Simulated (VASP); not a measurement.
**MnO2: single point with PBEsol+U**

Crystal: MnO2.

```
Mn O
1.0
     4.39162    0.00000    0.00000
     0.00000    4.39162    0.00000
     0.00000    0.00000    2.85711
Mn O
2 4
Direct
  0.50000 0.50000 0.50000
  0.00000 0.00000 0.00000
  0.80507 0.19493 0.50000
  0.69493 0.69493 0.00000
  0.19493 0.80507 0.50000
  0.30507 0.30507 0.00000
```

* Program: VASP 6.6.1
* Task: single point
* Functional: PBEsol
* Potentials or basis: VASP PAW PBE potentials, release 64 (Mn_sv, O)
* Cutoff: 700 eV
* k mesh: 6 × 6 × 9
* Occupations: fermi-dirac, width 0.05 eV
* Spin: collinear spin, ferromagnetic start
* Starting moments: [4.0, 4.0, 0.0, 0.0, 0.0, 0.0] μB
* Hubbard terms: Mn d U = 1.0 eV

```
Pressure                                              : -0.7 GPa
Largest force                                         : 0.010 eV/Å
Band gap on the k mesh                                : zero (filled and empty bands overlap)
Net moment                                            : 6.00 μB per cell
Site moments                                          : Mn +2.67; O +0.07 μB
Valence electrons inside the program's atomic spheres : Mn 12.75; O 5.02
```

Forces in eV/Å, atoms in the order of the input:
```
Mn   0.000  0.000  0.000
Mn   0.000  0.000  0.000
O   -0.007  0.007  0.000
O    0.007  0.007  0.000
O    0.007 -0.007  0.000
O   -0.007 -0.007  0.000
```

Stress tensor (GPa, compression positive):
```
-0.64  0.00  0.00
 0.00 -0.64  0.00
 0.00  0.00 -0.82
```

Levels at points of the mesh, in eV from the Fermi level:
Spin up:
| k point | band 27 | band 28 | band 29 | band 30 | band 31 | band 32 | band 33 | band 34 |
| --- | --- | --- | --- | --- | --- | --- | --- | --- |
| (0.00, 0.00, 0.00) | -1.19 | -1.19 | -0.59 | -0.37 | -0.19 | 2.80 | 2.80 | 3.49 |
| (0.50, 0.00, 0.00) | -1.58 | -1.58 | -0.85 | -0.85 | 2.25 | 2.25 | 2.56 | 2.56 |
| (0.50, 0.50, 0.00) | -2.14 | -2.14 | -0.12 | -0.12 | 1.47 | 1.47 | 2.76 | 2.76 |
Spin down:
```
           k point  band 21  band 22  band 23  band 24  band 25  band 26  band 27  band 28
(0.00, 0.00, 0.00)    -1.64    -0.94    -0.94    -0.32     0.35     0.65     0.82     0.82
(0.50, 0.00, 0.00)    -2.85    -2.85    -1.20    -1.20     1.05     1.05     1.42     1.42
(0.50, 0.50, 0.00)    -2.53    -2.53    -1.95    -1.95     0.38     0.38     0.83     0.83
```

Eigenvalues of the final occupation matrices:
| site | spin | trace | eigenvalues |
| --- | --- | --- | --- |
| site 1 d | 1 | 3.55 | 0.41 0.42 0.89 0.90 0.92 |
| site 1 d | 2 | 0.90 | 0.08 0.13 0.14 0.26 0.29 |
| site 2 d | 1 | 3.55 | 0.41 0.42 0.89 0.90 0.92 |
| site 2 d | 2 | 0.90 | 0.08 0.13 0.14 0.26 0.29 |

It took 5.5 min on 1 thread of Intel(R) Xeon(R) Platinum 8488C (Sapphire Rapids) (shared host), peak memory 0.38 GiB.

Caveat: the PAW data sets were made with another functional, which shifts forces and pressure a little; the run started ferromagnetic, and an antiferromagnetic order may lie lower in energy. The state reached can hang on the start; a lower one may exist.
